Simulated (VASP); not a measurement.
# RbBr (P6/mmm) in VASP: a series of runs

RbBr is run at these levels: PBE; tasks: single point, relaxation of cell and atoms.

All numbers are computed with VASP 6.6.1; they aren't measurements. Logs are shortened: lines on timing, memory, paths and dates and some standing lists are left out, and cuts for length are marked.

**1. The cell of the first run**

Symmetry: P6/mmm, No. 191, hexagonal system. Conventional cell: a = 5.252 Å, b = 5.252 Å, c = 6.216 Å, α = 90.00°, β = 90.00°, γ = 120.00°. Within 4.1 Å of Rb (site symmetry 6/mmm) lie 2 Br at 3.11 Å. Br (site symmetry 6/mmm) has 2 Rb at 3.11 Å within 4.1 Å.

The cell was built from a structure type or drawn by symmetry, and may not be a known phase.

**2. Single point, PBE**

INCAR reads:

```
SYSTEM = RbBr
PREC     = Accurate       ! precision mode
ENCUT    = 500            ! plane-wave cutoff, eV
EDIFF    = 1E-6           ! SCF threshold, eV
ISMEAR   = 0              ! smearing method
SIGMA    = 0.15           ! smearing width, eV
LREAL    = .False.        ! projectors in reciprocal space
LASPH    = .True.         ! aspherical terms in the spheres
NELM     = 120            ! most SCF steps
ALGO     = Normal         ! electronic algorithm
ISIF     = 2              ! what is computed and relaxed
LWAVE    = .False.        ! write WAVECAR
LCHARG   = .True.         ! write CHGCAR
GGA      = PE             ! functional
LELF     = .True.         ! ELF
LVHAR    = .True.       
NBANDS   = 15             ! bands
GGA_COMPAT= .False.
```

KPOINTS reads:

```
Automatic mesh
0
Gamma
  4 4 3
  0 0 0
```

POSCAR reads:

```
RbBr
1.0
    5.2518371540     -0.0000000036      0.0000000000
   -2.6259185739      4.5482243937      0.0000000000
    0.0000000000      0.0000000000      6.2157233535
Rb Br
1 1
Direct
    0.0000000000      0.0000000000      0.5000000000
    0.0000000000      0.0000000000      0.0000000000
```

Potentials or basis: VASP PAW PBE potentials, release 64 (Rb_sv, Br).

On the command line:

```sh
> cat potpaw_PBE.64/Rb_sv/POTCAR potpaw_PBE.64/Br/POTCAR > POTCAR
> mpirun -np 1 vasp_std > vasp.out
```

OUTCAR:

```text
SYSTEM = RbBr
   PREC = Accurate
   ENCUT = 500
   EDIFF = 1E-6
   ISMEAR = 0
   LREAL = .False.
   LASPH = .True.
   NELM = 120
   ISIF = 2
   GGA = PE

 ion  position               nearest neighbor table
   1  0.000  0.000  0.500-   2 3.11   2 3.11
   2  0.000  0.000  0.000-   1 3.11   1 3.11

  LATTYP: Found a hexagonal cell.
 ALAT       =     5.2518371540
 C/A-ratio  =     1.1835331468

  Lattice vectors:

 A1 = (   5.2518371540,  -0.0000000036,   0.0000000000)
 A2 = (  -2.6259185739,   4.5482243937,   0.0000000000)
 A3 = (   0.0000000000,   0.0000000000,   6.2157233535)

Analysis of symmetry for initial positions (statically):
=====================================================================
 Subroutine PRICEL returns:
 Original cell was already a primitive cell.

 Routine SETGRP: Setting up the symmetry group for a
 hexagonal supercell.

 Subroutine GETGRP returns: Found 24 space group operations
 (whereof 24 operations were pure point group operations)
 out of a pool of 24 trial point group operations.

The static configuration has the point symmetry D_6h.

Analysis of symmetry for dynamics (positions and initial velocities):
=====================================================================
 Subroutine PRICEL returns:
 Original cell was already a primitive cell.

 Routine SETGRP: Setting up the symmetry group for a
 hexagonal supercell.

 Subroutine GETGRP returns: Found 24 space group operations
 (whereof 24 operations were pure point group operations)
 out of a pool of 24 trial point group operations.

The dynamic configuration has the point symmetry D_6h.

 Subroutine INISYM returns: Found 24 space group operations
 (whereof 24 operations are pure point group operations),
 and found     1 'primitive' translations

----------------------------------------------------------------------------------------

                                     Primitive cell

  volume of cell :     148.4721

  direct lattice vectors                    reciprocal lattice vectors
     5.251837154 -0.000000004  0.000000000     0.190409560  0.109933010  0.000000000
    -2.625918574  4.548224394  0.000000000     0.000000000  0.219866021  0.000000000
     0.000000000  0.000000000  6.215723353     0.000000000  0.000000000  0.160882321

  length of vectors
     5.251837154  5.251837154  6.215723353     0.219866021  0.219866021  0.160882321

  position of ions in fractional coordinates (direct lattice)
     0.000000000  0.000000000  0.500000000
     0.000000000  0.000000000  0.000000000

  ion indices of the primitive-cell ions
   primitive index   ion index
                 1           1
                 2           2

----------------------------------------------------------------------------------------

 KPOINTS: Automatic mesh

Automatic generation of k-mesh.
 Grid dimensions read from file:
 generate k-points for:    4    4    3

 Generating k-lattice:

  Cartesian coordinates                     Fractional coordinates (reciprocal lattice)
     0.047602390  0.027483253  0.000000000     0.250000000  0.000000000  0.000000000
     0.000000000  0.054966505  0.000000000     0.000000000  0.250000000  0.000000000
     0.000000000  0.000000000  0.053627440     0.000000000  0.000000000  0.333333333

  Length of vectors
     0.054966505  0.054966505  0.053627440

  Shift w.r.t. Gamma in fractional coordinates (k-lattice)
     0.000000000  0.000000000  0.000000000

 Subroutine IBZKPT returns following result:
 ===========================================

 Found      8 irreducible k-points:

 Following reciprocal coordinates:
            Coordinates               Weight
  0.000000  0.000000  0.000000      1.000000
  0.250000  0.000000  0.000000      6.000000
  0.500000  0.000000  0.000000      3.000000
  0.250000  0.250000  0.000000      6.000000
  0.000000  0.000000  0.333333      2.000000
  0.250000  0.000000  0.333333     12.000000
  0.500000  0.000000  0.333333      6.000000
  0.250000  0.250000  0.333333     12.000000
   k-points           NKPTS =      8   k-points in BZ     NKDIM =      8   number of bands    NBANDS=     15
   number of dos      NEDOS =    301   number of ions     NIONS =      2
   total plane-waves  NPLWV =  76800
   dimension x,y,z NGX =    40 NGY =   40 NGZ =   48
   dimension x,y,z NGXF=    80 NGYF=   80 NGZF=   96
   ions per type =               1   1
   NGX,Y,Z   is equivalent  to a cutoff of  12.66, 12.66, 12.84 a.u.
   NGXF,Y,Z  is equivalent  to a cutoff of  25.32, 25.32, 25.68 a.u.
 SYSTEM =  RbBr
   PREC   = accura    normal or accurate (medium, high low for compatibility)
   ISTART =      0    job   : 0-new  1-cont  2-samecut
   ICHARG =      2    charge: 1-file 2-atom 10-const
   ISPIN  =      1    spin polarized calculation?
   LNONCOLLINEAR =      F non collinear calculations
   LSORBIT =      F    spin-orbit coupling
   LASPH  =      T    aspherical Exc in radial PAW
   ENCUT  =  500.0 eV  36.75 Ry    6.06 a.u.   9.58  9.58 11.33*2*pi/ulx,y,z
   NELM   =    120;   NELMIN=  2; NELMDL= -5     # of ELM steps
   EDIFF  = 0.1E-05   stopping-criterion for ELM
   LREAL  =      F    real-space projection
   EDIFFG = 0.1E-04   stopping-criterion for IOM
   NSW    =      0    number of steps for IOM
   IBRION =     -1    ionic relax: 0-MD 1-quasi-New 2-CG
   NFREE  =      0    steps in history (QN), initial steepest desc. (CG)
   ISIF   =      2    stress and relaxation
   ISYM   =      2    0-nonsym 1-usesym 2-fastsym
   POTIM  = 0.5000    time-step for ionic-motion
   TEBEG  =    0.0;   TEEND  =   0.0 temperature during run
   PSTRESS=    0.0 pullay stress
   NELECT =      16.0000    total number of electrons
   NUPDOWN=      -1.0000    fix difference up-down
   EMIN   =  10.00;   EMAX   =-10.00  energy-range for DOS
   EFERMI =   0.00;   METHOD = LEGACY
   ISMEAR =     0;   SIGMA  =   0.15  broadening in eV -4-tet -1-fermi 0-gaus
   EFERMI_NEDOS =   21; number of points for ismear=-14 and -15
   IALGO  =     38    algorithm
   IMIX   =      4    mixing-type and parameters
     AMIX     =   0.40;   BMIX     =  1.00
     AMIX_MAG =   1.60;   BMIX_MAG =  1.00
  volume/ion in A,a.u.               =      74.24       500.97
  Fermi-wavevector in a.u.,A,eV,Ry     =   0.779052  1.472195  8.257679  0.606922
  Thomas-Fermi vector in A             =   1.882076
   LORBIT       =      0    0 simple, 1 ext, 2 COOP (PROOUT), +10 PAW based schemes
   GGA     = PE    functional components
   LHFCALC =     F    Hartree Fock is set to
   AEXX    =    0.0000 exact exchange contribution
   IVDW    =     0    specifies the selected vdW correction
   LEPSILON=     F    determine dielectric tensor
   LRPA    =     F    only Hartree local field effects (RPA)
 non-spin polarized calculation
 Gauss-broadening in eV      SIGMA  =   0.15
  energy-cutoff  :      500.00
  volume of cell :      148.47
 maximum number of plane-waves:      3808
 NGX is ok and might be reduce to    40
   NGX = 19   NGY = 19   NGZ = 23

 number of electron      16.0000003 magnetization

 Free energy of the ion-electron system (eV)
  ---------------------------------------------------
  ext. energy  EPLUGINS =         0.00000000
  ---------------------------------------------------
  free energy    TOTEN  =        -5.05539310 eV

  energy without entropy =       -5.05539310  energy(sigma->0) =       -5.05539310

 E-fermi :  -2.0119     XC(G=0):  -4.9950

 val. band max:       -2.7524870345   @ k =   0.0000   0.0000   0.0000
 cond. band min:      -0.3469066732   @ k =   0.0000   0.0000   0.0000
 fundamental gap:      2.4055803613
 Fermi energy:        -2.0119235497

 k-point     1 :       0.0000    0.0000    0.0000
  band No.  band energies     occupation
      1     -29.0300      2.00000
      2     -14.8804      2.00000
      3     -13.2135      2.00000
      4     -13.2135      2.00000
      5     -13.0405      2.00000
      6      -3.0041      2.00000
      7      -2.7525      2.00000
      8      -2.7525      2.00000
      9      -0.3469      0.00000
     10       3.5360      0.00000
     11       3.5360      0.00000
     12       4.1073      0.00000
     13       4.4960      0.00000
     14       4.4960      0.00000
     15       4.7178      0.00000

 k-point     2 :       0.2500    0.0000    0.0000
  band No.  band energies     occupation
      1     -29.0293      2.00000
      2     -14.8729      2.00000
      3     -13.2356      2.00000
      4     -13.2189      2.00000
      5     -13.0376      2.00000
      6      -2.9739      2.00000
      7      -2.9713      2.00000
      8      -2.7954      2.00000
      9       0.3324      0.00000
     10       2.8105      0.00000
     11       3.3559      0.00000
     12       4.0894      0.00000
     13       4.3148      0.00000
     14       4.7312      0.00000
     15       5.4551      0.00000

 k-point     3 :       0.5000    0.0000    0.0000
  band No.  band energies     occupation
      1     -29.0286      2.00000
      2     -14.8653      2.00000
      3     -13.2575      2.00000
      4     -13.2244      2.00000
      5     -13.0347      2.00000
      6      -3.1524      2.00000
      7      -2.9425      2.00000
      8      -2.8370      2.00000
      9       1.3654      0.00000
     10       2.2722      0.00000
     11       2.9028      0.00000
     12       4.1570      0.00000
     13       4.3724      0.00000
     14       5.3253      0.00000
     15       5.3949      0.00000
[... 55 lines left out ...]
 k-point     7 :       0.5000    0.0000    0.3333
  band No.  band energies     occupation
      1     -29.0282      2.00000
      2     -15.0283      2.00000
      3     -13.2561      2.00000
      4     -13.2232      2.00000
      5     -12.7410      2.00000
      6      -3.5559      2.00000
      7      -3.2038      2.00000
      8      -2.8898      2.00000
      9       1.6439      0.00000
     10       2.0316      0.00000
     11       3.6188      0.00000
     12       4.2604      0.00000
     13       4.7507      0.00000
     14       4.7926      0.00000
     15       5.3676      0.00000

 k-point     8 :       0.2500    0.2500    0.3333
  band No.  band energies     occupation
      1     -29.0282      2.00000
      2     -15.0283      2.00000
      3     -13.2479      2.00000
      4     -13.2315      2.00000
      5     -12.7410      2.00000
      6      -3.5559      2.00000
      7      -3.1312      2.00000
      8      -2.9734      2.00000
      9       1.5362      0.00000
     10       2.3695      0.00000
     11       3.4796      0.00000
     12       4.1526      0.00000
     13       4.2304      0.00000
     14       5.2156      0.00000
     15       5.5004      0.00000

------------------------ aborting loop because EDIFF is reached ----------------------------------------

  FORCE on cell =-STRESS in cart. coord.  units (eV):
  Direction    XX          YY          ZZ          XY          YZ          ZX
  --------------------------------------------------------------------------------------
  -------------------------------------------------------------------------------------
  Total        0.6067900      0.6067900      0.0904518     -0.0000000     -0.0000000      0.0000000
  in kB        6.5479326      6.5479326      0.9760742     -0.0000000     -0.0000000      0.0000000
  external PRESSURE =       4.6906465 kB  Pullay stress =       0.0000000 kB

 VOLUME and BASIS-vectors are now :
 -----------------------------------------------------------------------------
  energy-cutoff  :      500.00
  volume of cell :      148.47
      direct lattice vectors                 reciprocal lattice vectors
     5.251837154 -0.000000004  0.000000000     0.190409560  0.109933010  0.000000000
    -2.625918574  4.548224394  0.000000000     0.000000000  0.219866021  0.000000000
     0.000000000  0.000000000  6.215723353     0.000000000  0.000000000  0.160882321

 POSITION                                       TOTAL-FORCE (eV/Angst)
 -----------------------------------------------------------------------------------
      0.00000      0.00000      3.10786         0.000000      0.000000      0.000000
      0.00000      0.00000      0.00000        -0.000000      0.000000      0.000000
 -----------------------------------------------------------------------------------
    total drift:                               -0.000000     -0.000000      0.000000

  FREE ENERGIE OF THE ION-ELECTRON SYSTEM (eV)
  ---------------------------------------------------
  free  energy   TOTEN  =        -5.0553931016 eV

  energy  without entropy=       -5.0553931016  energy(sigma->0) =       -5.05539310
```

Run time: 23 s. Hardware: 1 thread of Intel Xeon 8259CL, shared host; peak memory 0.25 GiB.

Results:

| Property | Result |
| --- | --- |
| Free energy | -5.0554 eV |
| Pressure | 0.5 GPa |
| Band gap on the k mesh | 2.41 eV |

Caveat: an odd mesh through Γ misses points on the zone boundary, where band edges can lie.

**3. Single point, PBE**

This run uses another cell than the first one, of 87.35 Å³/atom.

INCAR reads:

```
PREC = Accurate
ENCUT = 500
EDIFF = 1E-6
ISMEAR = 0
SIGMA = 0.15
LREAL = F
LASPH = T
NELM = 120
ALGO = Normal
ISIF = 2
LWAVE = F
LCHARG = F
GGA = PE
NBANDS = 15
GGA_COMPAT = F
```

KPOINTS reads:

```
Automatic mesh
0
Gamma
  4 4 2
```

POSCAR reads:

```
RbBr
1.0
    5.6685713035     -0.0000000042      0.0000000000
   -2.8342856481      4.9091267540      0.0000000000
    0.0000000000      0.0000000000      6.2780200711
Rb Br
1 1
Direct
    0.0000000000      0.0000000000      0.0000000000
    0.0000000000      0.0000000000      0.5000000000
```

Potentials or basis: VASP PAW PBE potentials, release 64 (Rb_sv, Br).

On the command line:

```sh
> cat potpaw_PBE.64/Rb_sv/POTCAR potpaw_PBE.64/Br/POTCAR > POTCAR
> mpirun -np 1 vasp_std > vasp.out
```

It took 24 s on 1 thread of Intel Xeon 8259CL, shared host; peak memory 0.27 GiB.

The run converged. Its results:

* Free energy: -5.1123 eV
* Pressure: 0.3 GPa
* Band gap on the k mesh: 2.70 eV

Stress tensor (GPa, compression positive):
```
0.40 0.00 0.00
0.00 0.40 0.00
0.00 0.00 0.05
```

Levels at points of the mesh, in eV from the valence-band top:
```csv
k point,band 5,band 6,band 7,band 8,band 9,band 10,band 11,band 12
"(0.00, 0.00, 0.00)",-10.16,-0.17,0.00,0.00,2.70,6.29,6.29,6.89
"(0.50, 0.00, 0.00)",-10.16,-0.24,-0.13,-0.05,4.22,4.96,5.91,6.73
"(0.00, 0.00, 0.50)",-9.82,-0.93,-0.06,-0.06,3.25,4.95,6.47,6.47
"(0.50, 0.00, 0.50)",-9.82,-0.88,-0.30,-0.12,4.67,4.82,6.52,6.57
```

Caveat: the k points lie up to 0.50 Å⁻¹ apart.

**4. Relaxation of cell and atoms, PBE**

This run uses another cell than the first one, of 45.60 Å³/atom.

INCAR reads:

```
SYSTEM = RbBr
PREC = Accurate ; ENCUT = 500
EDIFF = 1E-7 ; ISMEAR = 0
SIGMA = 0.15 ; LREAL = .False.
LASPH = .True. ; NELM = 120
ALGO = Normal ; ISIF = 3
LWAVE = .False. ; LCHARG = .False.
GGA = PE ; IBRION = 2
NSW = 36 ; EDIFFG = -0.08
GGA_COMPAT = .False. ; NELMIN = 4
```

KPOINTS reads:

```
regular mesh
0
Gamma
  4 4 3
  0 0 0
```

POSCAR reads:

```
RbBr
1.0
    4.2199258700      0.0000000000      0.0000000000
   -2.1099629300      3.6545630000      0.0000000000
    0.0000000000      0.0000000000      5.9132936100
Rb Br
1 1
Direct
    0.0000000000      0.0000000000      0.5000000000
    0.0000000000      0.0000000000      0.0000000000
```

On the command line:

```sh
> cat potpaw_PBE.64/Rb_sv/POTCAR potpaw_PBE.64/Br/POTCAR > POTCAR
> mpirun -np 1 vasp_std > vasp.out
```

It took 2.2 min on 1 thread of Intel Xeon 8259CL, shared host; peak memory 0.21 GiB.

It converged, with:

| Item | Value |
| --- | --- |
| Free energy | -5.1837 eV |
| Relaxed cell | a = 6.525 Å, b = 6.525 Å, c = 6.308 Å, α = 90.00°, β = 90.00°, γ = 120.00° |
| Space group after relaxing (to 0.1 Å) | P6/mmm (No. 191) |
| Energy gained by relaxing | 314.6 meV/atom |
| Ionic steps | 9 |
| Pressure after relaxing | 0.0 GPa |
| Band gap on the k mesh | 3.19 eV |

The path:
```
step  energy change (eV)  largest force (eV/Å)  pressure (GPa)  volume (Å³)
   1              0.0000                0.0000            3.28        91.19
   2             -0.1399                0.0000            0.85       104.06
   3             -0.1448                0.0000            0.41       107.90
   4             -0.2745                0.0000            0.29       118.53
   5             -0.5045                0.0000            0.23       153.22
   6             -0.6195                0.0000            0.19       234.90
   7             -0.6225                0.0000            0.21       221.97
   8             -0.6187                0.0000           -0.22       246.67
   9             -0.6293                0.0000            0.00       232.59
```

Final structure:
```
CELL_PARAMETERS angstrom
6.52521 0.00000 0.00000
-3.26261 5.65100 0.00000
0.00000 0.00000 6.30781
ATOMIC_POSITIONS crystal
Rb 0.00000 0.00000 0.50000
Br 0.00000 0.00000 0.00000
```

Levels at points of the mesh, in eV from the valence-band top:
```tsv
k point	band 4	band 5	band 6	band 7	band 8	band 9	band 10	band 11	band 12
(0.00, 0.00, 0.00)	-10.12	-9.96	-0.06	0.00	0.00	3.19	6.28	6.28	7.03
(0.50, 0.00, 0.00)	-10.12	-9.96	-0.09	-0.05	-0.02	4.33	4.95	6.27	6.30
```

Caveat: the k points lie up to 0.33 Å⁻¹ apart in the final cell; the volume moved by over 15 % at a fixed basis, so the end points are rough; an odd mesh through Γ misses points on the zone boundary, where band edges can lie.

**5. Summary**

| task | cell | k mesh | gap on the mesh (eV) | pressure (GPa) |
| --- | --- | --- | --- | --- |
| single point | a = 5.252, b = 5.252, c = 6.216 Å, angles 90.0, 90.0, 120.0°, 2 atoms | 4 × 4 × 3 | 2.41 | 0.5 |
| single point | a = 5.669, b = 5.669, c = 6.278 Å, angles 90.0, 90.0, 120.0°, 2 atoms | 4 × 4 × 2 | 2.70 | 0.3 |
| relaxation of cell and atoms | relaxed from a = 4.220, b = 4.220, c = 5.913 Å, angles 90.0, 90.0, 120.0°, 2 atoms | 4 × 4 × 3 | 3.19 | 0.0 |

Alike in all rows: level PBE; potentials or basis VASP PAW PBE potentials, release 64 (Rb_sv, Br); no spin polarisation; cutoff (eV) 500; smearing gaussian 0.15 eV.

Caveats: some runs use coarse meshes; an odd mesh through Γ misses points on the zone boundary, where band edges can lie (at least some runs); the volume moved by over 15 % at a fixed basis, so the end points are rough (at least some runs).

Total energies depend on the potentials used, so only differences within one code and one set of settings carry meaning.
